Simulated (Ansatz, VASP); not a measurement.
**HfSn3S8: VASP beside Ansatz**

```
Hf Sn S
1.0
     0.07355   -0.00349    7.12679
     7.39990   -0.00013    0.08460
    -3.69975    6.40889   -0.04372
Hf Sn S
1 3 8
Direct
  0.99719 0.00000 0.99997
  0.00097 0.49978 0.50014
  0.00082 0.49982 0.99969
  0.00086 0.00031 0.50021
  0.20682 0.66581 0.83520
  0.20589 0.66246 0.33348
  0.20678 0.16080 0.83517
  0.20681 0.16076 0.33015
  0.79297 0.83838 0.66816
  0.79296 0.83841 0.16565
  0.79497 0.33758 0.66649
  0.79296 0.33589 0.16569
```

Change from the starting cell: cell x1, atoms moved at random (sigma 0.05 Å) and cell strained at random (1.5 %), then relaxed without symmetry.

Alike in both runs: functional PBE; k mesh 2 × 3 × 3; occupations gaussian, width 0.1 eV; no spin polarisation.

Ansatz relaxed the structure, and its values are those at the end. VASP's run is a single point on that final structure, the one shown.

|  | VASP | Ansatz |
| --- | --- | --- |
| version | VASP 6.6.1 | Ansatz 0.2.0 |
| potentials or method | VASP PAW PBE potentials, release 64 (Hf_pv, Sn_d, S), cutoff 520 eV | scalar-relativistic, plane waves, PAW |
| valence electrons in the cell | 100 | 116 |

|  | VASP | Ansatz | Ansatz less VASP |
| --- | --- | --- | --- |
| gap on the k mesh at the Fermi level (eV) | 0.92 | 0.91 | -0.016 |
| least direct gap on the mesh (eV) | 0.97 | 0.96 | -0.007 |
| pressure (GPa) | -0.2 | 0.0 | +0.20 |
| rms of the force components (eV/Å) | 0.016 | 0.004 | -0.0127 |

VASP's potentials hold 100 valence electrons a cell and Ansatz's 116, so a difference there can come from the potentials and not from the codes.

The k mesh is coarse, so the values compare programs but aren't converged. Neither program's run includes spin-orbit coupling.
